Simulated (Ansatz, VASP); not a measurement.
Be: VASP beside Ansatz

```xyz
3
Lattice="3.5704 0.0000 0.0000 -1.7852 3.0921 0.0000 0.0000 0.0000 2.1918" Properties=species:S:1:pos:R:3 pbc="T T T"
Be    0.0000    0.0000    0.0000
Be    0.0000    2.0614    1.0959
Be    1.7852    1.0307    1.0959
```

Alike in both runs: functional PBE; k mesh 10 × 10 × 14; occupations fermi-dirac, width 0.08 eV; no spin polarisation.

Ansatz relaxed the structure, and its values are those at the end. VASP's run is a single point on that final structure, the one shown.

|  | VASP | Ansatz |
| --- | --- | --- |
| version | VASP 6.6.1 | Ansatz 0.2.0 |
| potentials or method | VASP PAW PBE potentials, release 64 (Be) | PAW with Ansatz's default frozen-core files, scalar-relativistic |
| plane-wave cutoff (eV) | 520 | 420 |
| valence electrons in the cell | 6 | 6 |

```tsv
	VASP	Ansatz	Ansatz less VASP
pressure (GPa)	0.1	0.0	-0.13
```
